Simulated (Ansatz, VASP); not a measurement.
MgNb2O4 in VASP and in Ansatz

```
CELL_PARAMETERS angstrom
0.00000 4.35536 4.35536
4.35536 0.00000 4.35536
4.35536 4.35536 0.00000
ATOMIC_POSITIONS crystal
Mg 0.50000 0.50000 0.50000
Mg 0.75000 0.75000 0.75000
Nb 0.12500 0.12500 0.62500
Nb 0.12500 0.12500 0.12500
Nb 0.62500 0.12500 0.12500
Nb 0.12500 0.62500 0.12500
O 0.37325 0.88026 0.37325
O 0.88026 0.37325 0.37325
O 0.37325 0.37325 0.88026
O 0.37325 0.37325 0.37325
O 0.87675 0.87675 0.36974
O 0.87675 0.36974 0.87675
O 0.36974 0.87675 0.87675
O 0.87675 0.87675 0.87675
```

Alike in both runs: functional PBE; k mesh 6 × 6 × 6; occupations gaussian, width 0.1 eV; no spin polarisation.

Ansatz relaxed the structure, and its values are those at the end. VASP's run is a single point on that final structure, the one shown.

|  | VASP | Ansatz |
| --- | --- | --- |
| version | VASP 6.6.1 | Ansatz 0.2.0 |
| potentials or method | VASP PAW PBE potentials, release 64 (Mg, Nb_sv, O), cutoff 520 eV | scalar-relativistic, plane waves, PAW |
| valence electrons in the cell | 104 | 120 |

|  | VASP | Ansatz | Ansatz less VASP |
| --- | --- | --- | --- |
| gap on the k mesh at the Fermi level (eV) | none | none | - |
| pressure (GPa) | -0.3 | 0.0 | +0.29 |

A gap of «none» marks a metal or a gap that the smearing closes. With one functional, cell and mesh, what is left measures potentials, basis and numerics. VASP's potentials hold 104 valence electrons a cell and Ansatz's 120, so a difference there can come from the potentials and not from the codes.
